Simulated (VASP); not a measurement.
Input of a VASP 6.6.1 run:

The input INCAR:

```
ALGO = Normal
DIPOL = 0.5 0.5 0.283
EDIFF = 1E-7
ENCUT = 520
GGA = PE
IDIPOL = 3
ISIF = 2
ISMEAR = 0
ISPIN = 2
LASPH = True
LCHARG = False
LDIPOL = True
LMAXMIX = 4
LORBIT = 11
LREAL = False
LWAVE = False
MAGMOM = 1 0 0
NBANDS = 20
NELM = 150
PREC = Accurate
SIGMA = 0.1
```

File KPOINTS:

```
k-points
0
Gamma
  6 6 1
```

File POSCAR:

```
ScAl2
1.0
    3.1648337221      0.0000000000      0.0000000000
    0.0000000000      3.1648337221      0.0000000000
    0.0000000000      0.0000000000     30.0575156319
Sc Al
1 2
Direct
    0.0000000000      0.0000000000      0.2827911696
    0.5000000000      0.5000000000      0.2234121015
    0.5000000000      0.5000000000      0.3421702377
```

Potentials or basis: VASP PAW PBE potentials, release 64 (Sc_sv, Al).

Run with:

```console
$ cat potpaw_PBE.64/Sc_sv/POTCAR potpaw_PBE.64/Al/POTCAR > POTCAR
$ mpirun -np 1 vasp_std > vasp.out
```

Question: Estimate the largest force.

Answer: 0.003 eV/Å.

Question: Estimate the net moment.

Answer: 0.24 μB per cell.

Question: Estimate the site moments.

Answer: Sc +0.18; Al -0.01 μB.

Forces on the atoms (eV/Å):
```
Sc   0.000  0.000  0.000
Al   0.000  0.000 -0.003
Al   0.000  0.000  0.003
```
